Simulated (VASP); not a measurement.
Input of a VASP 6.6.1 run:

The input INCAR:

```
ALGO     = Normal         # electronic algorithm
EDIFF    = 1E-6           # SCF threshold, eV
ENCUT    = 500            # plane-wave cutoff, eV
GGA      = PS             # functional
GGA_COMPAT= False        
ISIF     = 2              # what is computed and relaxed
ISMEAR   = 0              # smearing method
LASPH    = True           # aspherical terms in the spheres
LCHARG   = False          # write CHGCAR
LREAL    = False          # projectors in reciprocal space
LWAVE    = False          # write WAVECAR
NBANDS   = 17             # bands
NELM     = 120            # most SCF steps
PREC     = Accurate       # precision mode
SIGMA    = 0.01           # smearing width, eV
```

File KPOINTS:

```
k-points
0
Gamma
  6 6 6
```

The input POSCAR:

```
Na2S
1.0
    0.0000000000      3.2735000000      3.2735000000
    3.2735000000      0.0000000000      3.2735000000
    3.2735000000      3.2735000000      0.0000000000
Na S
2 1
Direct
    0.2500000000      0.2500000000      0.2500000000
    0.7500000000      0.7500000000      0.7500000000
    0.0000000000      0.0000000000      0.0000000000
```

Potentials or basis: VASP PAW PBE potentials, release 64 (Na_pv, S).

Command:

```bash
$ cat potpaw_PBE.64/Na_pv/POTCAR potpaw_PBE.64/S/POTCAR > POTCAR
$ mpirun -np 1 vasp_std > vasp.out
```

(1) Estimate the pressure.

(2) What does it give for the band gap on the k mesh?

Results:

(1) -0.5 GPa.

(2) 2.36 eV, direct.

Caveat: the PAW data sets were made with another functional, which shifts forces and pressure a little.
